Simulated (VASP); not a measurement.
# CuO (P1) in VASP: notebook

Aim: see how the results for CuO move with the level of theory and the settings. Levels: BLYP, LDA. Tasks: single point.

All numbers are computed with VASP 6.6.1; they aren't measurements. Logs are shortened: lines on timing, memory, paths and dates and some standing lists are left out, and cuts for length are marked.

### Step 1. The cell of the first run

The typed cell holds 4 atoms: a = 2.988 Å, b = 2.816 Å, c = 5.493 Å, α = 74.89°, β = 74.25°, γ = 66.24°.

### Step 2. Single point, BLYP

File INCAR:

```
AGGAC = 1.0 ; AGGAX = 1.0
ALDAC = 0.0 ; ALDAX = 1.0
ALGO = Normal ; EDIFF = 1E-7
ENCUT = 520 ; GGA = B5
ISIF = 2 ; ISMEAR = -1
LASPH = T ; LCHARG = F
LREAL = F ; LWAVE = F
NBANDS = 25 ; NELM = 60
PREC = Accurate ; SIGMA = 0.05
```

File KPOINTS:

```
k-points
0
Gamma
  10 10 5
```

File POSCAR:

```
CuO
1.0
    0.1896038200     -2.1722883700     -2.0431441000
   -2.0197235200      0.1062952100     -1.9598354900
    2.3832003700      2.2858393900     -4.3894430400
Cu O
2 2
Direct
    0.4562322400      0.5306856300      0.4854117400
    0.9742842800      0.9858673900      0.0243612000
    0.8016626700      0.7447211200      0.7392802400
    0.2678208100      0.2387258700      0.2509468100
```

Potentials or basis: VASP PAW PBE potentials, release 64 (Cu, O).

The run is started by

```sh
cat potpaw_PBE.64/Cu/POTCAR potpaw_PBE.64/O/POTCAR > POTCAR
mpirun -np 1 vasp_std > vasp.out
```

OUTCAR:

```text
EDIFF = 1E-7
   ENCUT = 520
   GGA = B5
   ISIF = 2
   ISMEAR = -1
   LASPH = T
   LREAL = F
   NELM = 60
   PREC = Accurate

 ion  position               nearest neighbor table
   1  0.456  0.531  0.485-   4 1.99   4 2.03   3 2.04   3 2.26   3 2.29   4 2.34
   2  0.974  0.986  0.024-   4 2.08   4 2.09   3 2.11   4 2.12   3 2.26
   3  0.802  0.745  0.739-   1 2.04   2 2.11   2 2.26   1 2.26   1 2.29
   4  0.268  0.239  0.251-   1 1.99   1 2.03   2 2.08   2 2.09   2 2.12   1 2.34

  Warning from LATTYP: Got some problem with cell dimensions!
  Tried to take original basis but could not verify dimensions!
  LATTYP: Found a triclinic cell.
 ALAT       =     3.1749032664
 B/A-ratio  =     2.7251577931
 C/A-ratio  =     2.2383871059
 COS(alpha) =     0.0043496800
 COS(beta)  =     0.6735101966
 COS(gamma) =     0.7129624062

  Lattice vectors:

 A1 = (   2.2093273400,  -2.2785835800,  -0.0833086100)
 A2 = (   8.6319747500,  -0.2053346100,  -0.5530806700)
 A3 = (   0.0157307900,  -6.7367113400,   2.2629903300)

Analysis of symmetry for initial positions (statically):
=====================================================================
 Subroutine PRICEL returns:
 Original cell was already a primitive cell.

 Routine SETGRP: Setting up the symmetry group for a
 triclinic supercell.

 Subroutine GETGRP returns: Found  1 space group operations
 (whereof  1 operations were pure point group operations)
 out of a pool of  2 trial point group operations.

The static configuration has the point symmetry C_1 .

Analysis of symmetry for dynamics (positions and initial velocities):
=====================================================================
 Subroutine PRICEL returns:
 Original cell was already a primitive cell.

 Routine SETGRP: Setting up the symmetry group for a
 triclinic supercell.

 Subroutine GETGRP returns: Found  1 space group operations
 (whereof  1 operations were pure point group operations)
 out of a pool of  2 trial point group operations.

The dynamic configuration has the point symmetry C_1 .

 Subroutine INISYM returns: Found  1 space group operations
 (whereof  1 operations are pure point group operations),
 and found     1 'primitive' translations

----------------------------------------------------------------------------------------

                                     Primitive cell

  volume of cell :      40.1156

  direct lattice vectors                    reciprocal lattice vectors
     0.189603820 -2.172288370 -2.043144100     0.100043116 -0.337428150 -0.121401226
    -2.019723520  0.106295210 -1.959835490    -0.354112254  0.100633265 -0.139855778
     2.383200370  2.285839390 -4.389443040     0.111540179  0.112130328 -0.108866997

  length of vectors
     2.988180748  2.816298442  5.492896861     0.372296439  0.393804750  0.192006367

  position of ions in fractional coordinates (direct lattice)
     0.456232240  0.530685630  0.485411740
     0.974284280  0.985867390  0.024361200
     0.801662670  0.744721120  0.739280240
     0.267820810  0.238725870  0.250946810

  ion indices of the primitive-cell ions
   primitive index   ion index
                 1           1
                 2           2
                 3           3
                 4           4

----------------------------------------------------------------------------------------

 KPOINTS: k-points

Automatic generation of k-mesh.
 Grid dimensions read from file:
 generate k-points for:   10   10    5

 Generating k-lattice:

  Cartesian coordinates                     Fractional coordinates (reciprocal lattice)
     0.010004312 -0.033742815 -0.012140123     0.100000000 -0.000000000  0.000000000
    -0.035411225  0.010063327 -0.013985578     0.000000000  0.100000000 -0.000000000
     0.022308036  0.022426066 -0.021773399     0.000000000  0.000000000  0.200000000

  Length of vectors
     0.037229644  0.039380475  0.038401273

  Shift w.r.t. Gamma in fractional coordinates (k-lattice)
     0.000000000  0.000000000  0.000000000

 Subroutine IBZKPT returns following result:
 ===========================================

 Found    252 irreducible k-points:

 Following reciprocal coordinates:
            Coordinates               Weight
  0.000000  0.000000  0.000000      1.000000
  0.100000 -0.000000  0.000000      2.000000
  0.200000 -0.000000  0.000000      2.000000
  0.300000  0.000000  0.000000      2.000000
  0.400000 -0.000000  0.000000      2.000000
  0.500000  0.000000  0.000000      1.000000
[... 16 lines left out ...]
 -0.400000  0.200000 -0.000000      2.000000
 -0.300000  0.200000  0.000000      2.000000
 [... further k-points ...]
   k-points           NKPTS =    252   k-points in BZ     NKDIM =    252   number of bands    NBANDS=     25
   number of dos      NEDOS =    301   number of ions     NIONS =      4
   total plane-waves  NPLWV =  24192
   dimension x,y,z NGX =    24 NGY =   24 NGZ =   42
   dimension x,y,z NGXF=    48 NGYF=   48 NGZF=   84
   ions per type =               2   2
   NGX,Y,Z   is equivalent  to a cutoff of  13.35, 14.17, 12.71 a.u.
   NGXF,Y,Z  is equivalent  to a cutoff of  26.70, 28.33, 25.42 a.u.
 SYSTEM =  unknown system
   PREC   = accura    normal or accurate (medium, high low for compatibility)
   ISTART =      0    job   : 0-new  1-cont  2-samecut
   ICHARG =      2    charge: 1-file 2-atom 10-const
   ISPIN  =      1    spin polarized calculation?
   LNONCOLLINEAR =      F non collinear calculations
   LSORBIT =      F    spin-orbit coupling
   LASPH  =      T    aspherical Exc in radial PAW
   ENCUT  =  520.0 eV  38.22 Ry    6.18 a.u.   5.56  5.24 10.21*2*pi/ulx,y,z
   NELM   =     60;   NELMIN=  2; NELMDL= -5     # of ELM steps
   EDIFF  = 0.1E-06   stopping-criterion for ELM
   LREAL  =      F    real-space projection
   EDIFFG = 0.1E-05   stopping-criterion for IOM
   NSW    =      0    number of steps for IOM
   IBRION =     -1    ionic relax: 0-MD 1-quasi-New 2-CG
   NFREE  =      0    steps in history (QN), initial steepest desc. (CG)
   ISIF   =      2    stress and relaxation
   ISYM   =      2    0-nonsym 1-usesym 2-fastsym
   POTIM  = 0.5000    time-step for ionic-motion
   TEBEG  =    0.0;   TEEND  =   0.0 temperature during run
   PSTRESS=    0.0 pullay stress
   NELECT =      34.0000    total number of electrons
   NUPDOWN=      -1.0000    fix difference up-down
   EMIN   =  10.00;   EMAX   =-10.00  energy-range for DOS
   EFERMI =   0.00;   METHOD = LEGACY
   ISMEAR =    -1;   SIGMA  =   0.05  broadening in eV -4-tet -1-fermi 0-gaus
   EFERMI_NEDOS =   21; number of points for ismear=-14 and -15
   IALGO  =     38    algorithm
   IMIX   =      4    mixing-type and parameters
     AMIX     =   0.40;   BMIX     =  1.00
     AMIX_MAG =   1.60;   BMIX_MAG =  1.00
  volume/ion in A,a.u.               =      10.03        67.68
  Fermi-wavevector in a.u.,A,eV,Ry     =   1.549280  2.927715 32.657640  2.400269
  Thomas-Fermi vector in A             =   2.654110
   LORBIT       =      0    0 simple, 1 ext, 2 COOP (PROOUT), +10 PAW based schemes
   GGA     = B5    functional components
   LHFCALC =     F    Hartree Fock is set to
   AEXX    =    0.0000 exact exchange contribution
   IVDW    =     0    specifies the selected vdW correction
   LEPSILON=     F    determine dielectric tensor
   LRPA    =     F    only Hartree local field effects (RPA)
 non-spin polarized calculation
  energy-cutoff  :      520.00
  volume of cell :       40.12
 maximum number of plane-waves:      1099
 NGX is ok and might be reduce to    24
   NGX = 11   NGY = 11   NGZ = 21

 number of electron      34.0000006 magnetization

 Free energy of the ion-electron system (eV)
  ---------------------------------------------------
  ext. energy  EPLUGINS =         0.00000000
  ---------------------------------------------------
  free energy    TOTEN  =       -17.00288302 eV

  energy without entropy =      -16.97279005  energy(sigma->0) =      -16.98783653

 E-fermi :   5.7322     XC(G=0): -11.5376

 val. band max:        5.7320259230   @ k =  -0.1000   0.2000  -0.0000
 cond. band min:       5.7337331647   @ k =   0.3000   0.1000   0.4000
 fundamental gap:      0.0017072417
 Fermi energy:         5.7321904426

 k-point     1 :       0.0000    0.0000    0.0000
  band No.  band energies     occupation
      1     -13.4630      2.00000
      2     -11.9828      2.00000
      3      -1.3485      2.00000
      4       1.0289      2.00000
      5       1.4412      2.00000
      6       2.5824      2.00000
[... 17 lines left out ...]
     24      22.4913      0.00000
     25      23.3643      0.00000

 k-point     2 :       0.1000   -0.0000    0.0000
  band No.  band energies     occupation
      1     -13.3954      2.00000
      2     -11.9521      2.00000
      3      -1.2073      2.00000
      4       0.9431      2.00000
      5       1.4301      2.00000
      6       2.2295      2.00000
[... 17 lines left out ...]
     24      21.9915      0.00000
     25      23.0230      0.00000

 k-point     3 :       0.2000   -0.0000    0.0000
  band No.  band energies     occupation
      1     -13.2140      2.00000
      2     -11.8672      2.00000
      3      -0.8354      2.00000
      4       0.5565      2.00000
      5       1.4255      2.00000
      6       1.5779      2.00000
[... 17 lines left out ...]
     24      21.9798      0.00000
     25      22.2627      0.00000

 k-point     4 :       0.3000    0.0000    0.0000
  band No.  band energies     occupation
      1     -12.9802      2.00000
      2     -11.7520      2.00000
      3      -0.4967      2.00000
      4       0.0592      2.00000
      5       1.0729      2.00000
      6       1.4242      2.00000
[... 17 lines left out ...]
     24      20.3745      0.00000
     25      22.4753      0.00000
[... 477 lines left out ...]
 k-point    22 :       0.5000    0.2000    0.0000
  band No.  band energies     occupation
      1     -12.6111      2.00000
      2     -11.5102      2.00000
      3      -0.6079      2.00000
      4       0.3107      2.00000
      5       0.5951      2.00000
      6       1.1771      2.00000
[... 17 lines left out ...]
     24      18.1021      0.00000
     25      19.6623      0.00000

 k-point    23 :      -0.4000    0.2000   -0.0000
  band No.  band energies     occupation
      1     -12.5833      2.00000
      2     -11.4823      2.00000
      3      -0.6524      2.00000
      4       0.3423      2.00000
      5       0.5729      2.00000
      6       1.0496      2.00000
[... 17 lines left out ...]
     24      18.0363      0.00000
     25      19.7120      0.00000

 k-point    24 :      -0.3000    0.2000    0.0000
  band No.  band energies     occupation
      1     -12.6729      2.00000
      2     -11.5356      2.00000
      3      -0.5026      2.00000
      4       0.3344      2.00000
      5       0.6695      2.00000
      6       1.1060      2.00000
[... 17 lines left out ...]
     24      18.0995      0.00000
     25      19.3043      0.00000

 [... further k-points ...]

------------------------ aborting loop because EDIFF is reached ----------------------------------------

  FORCE on cell =-STRESS in cart. coord.  units (eV):
  Direction    XX          YY          ZZ          XY          YZ          ZX
  --------------------------------------------------------------------------------------
  -------------------------------------------------------------------------------------
  Total        0.7839284      1.0419795      0.9469873      0.3548671      0.4958948      2.0721156
  in kB       31.3093026     41.6156000     37.8217078     14.1730320     19.8055354     82.7581890
  external PRESSURE =      36.9155368 kB  Pullay stress =       0.0000000 kB

 VOLUME and BASIS-vectors are now :
 -----------------------------------------------------------------------------
  energy-cutoff  :      520.00
  volume of cell :       40.12
      direct lattice vectors                 reciprocal lattice vectors
     0.189603820 -2.172288370 -2.043144100     0.100043116 -0.337428150 -0.121401226
    -2.019723520  0.106295210 -1.959835490    -0.354112254  0.100633265 -0.139855778
     2.383200370  2.285839390 -4.389443040     0.111540179  0.112130328 -0.108866997

 POSITION                                       TOTAL-FORCE (eV/Angst)
 -----------------------------------------------------------------------------------
      0.17150      0.17491     -4.10289         1.186547      0.024778     -1.331528
     -1.74839     -1.95595     -4.02967        -0.834517     -1.106748      0.628687
      0.40972      0.02759     -6.34247         0.073144      0.639519      0.046532
      0.16668      0.01722     -2.11658        -0.425174      0.442451      0.656309
 -----------------------------------------------------------------------------------
    total drift:                               -0.000297      0.000712     -0.000757

  FREE ENERGIE OF THE ION-ELECTRON SYSTEM (eV)
  ---------------------------------------------------
  free  energy   TOTEN  =       -17.0028830160 eV

  energy  without entropy=      -16.9727900451  energy(sigma->0) =      -16.98783653
```

It took 3.2 min on 1 thread of Intel Xeon 6975P-C (Granite Rapids), shared host; peak memory 0.32 GiB.

What came out:

| Item | Value |
| --- | --- |
| Free energy | -17.0029 eV |
| Pressure | 3.7 GPa |
| Largest force | 1.784 eV/Å |
| Band gap on the k mesh | zero (bands 17 and 18 overlap by 0.74 eV) |

Forces in eV/Å, atoms in the order of the input:
```
Cu   1.187  0.025 -1.332
Cu  -0.835 -1.107  0.629
O    0.073  0.640  0.047
O   -0.425  0.442  0.656
```

Caveat: the cell stands under pressure; the PAW data sets were made with another functional, which shifts forces and pressure a little; semilocal functionals often make such compounds metallic where correlation or magnetic order opens a gap, which also shifts bond lengths. With open d or f shells a metallic result of BLYP can be an artefact of self-interaction; +U or a hybrid may open a gap.

### Step 3. Single point, LDA

This run uses another cell than the first one, of 10.23 Å³/atom.

File INCAR:

```
PREC = Accurate
ENCUT = 520
EDIFF = 1E-6
ISMEAR = -1
SIGMA = 0.05
LREAL = False
LASPH = True
NELM = 100
ALGO = Normal
ISIF = 2
LWAVE = False
LCHARG = False
NBANDS = 25
```

File KPOINTS:

```
Automatic mesh
0
Gamma
  10 10 5
```

File POSCAR:

```
CuO
1.0
    0.1908595110     -2.1866748050     -2.0566752500
   -2.0330995623      0.1069991723     -1.9728149112
    2.3989836139      2.3009778404     -4.4185130464
Cu O
2 2
Direct
    0.4562322400      0.5306856300      0.4854117400
    0.9742842800      0.9858673900      0.0243612000
    0.8016626700      0.7447211200      0.7392802400
    0.2678208100      0.2387258700      0.2509468100
```

Potentials or basis: VASP PAW LDA potentials, release 64 (Cu, O).

The run is started by

```sh
cat potpaw_LDA.64/Cu/POTCAR potpaw_LDA.64/O/POTCAR > POTCAR
mpirun -np 1 vasp_std > vasp.out
```

It took 2.8 min on 1 thread of Intel Xeon 6975P-C (Granite Rapids), shared host; peak memory 0.3 GiB.

It converged, with:

```
Free energy            : -21.9662 eV
Pressure               : -20.6 GPa
Largest force          : 1.363 eV/Å
Band gap on the k mesh : zero (bands 17 and 18 overlap by 0.73 eV)
```

Forces in eV/Å, atoms in the order of the input:
```
Cu   0.883  0.141 -1.029
Cu  -0.671 -0.821  0.521
O    0.082  0.374 -0.010
O   -0.294  0.306  0.518
```

Stress tensor (GPa, compression positive):
```
-20.96   1.47   8.06
  1.47 -19.05   2.39
  8.06   2.39 -21.65
```

Levels at points of the mesh, in eV from the Fermi level:
```tsv
k point	band 15	band 16	band 17	band 18	band 19	band 20
(0.00, 0.00, 0.00)	-1.05	-0.89	0.34	0.62	1.08	5.99
(0.50, 0.00, 0.00)	-0.94	-0.62	-0.27	-0.16	6.37	6.74
(0.00, 0.50, 0.00)	-0.90	-0.66	-0.22	-0.17	6.67	6.88
(0.50, 0.50, 0.00)	-1.40	-1.09	0.47	0.77	5.02	5.45
```

Caveat: the cell stands under tension; semilocal functionals often make such compounds metallic where correlation or magnetic order opens a gap, which also shifts bond lengths; forces of over 1 eV/Å act on the atoms, so gaps and moduli don't describe the material at rest.

[end of part 1 of 3]
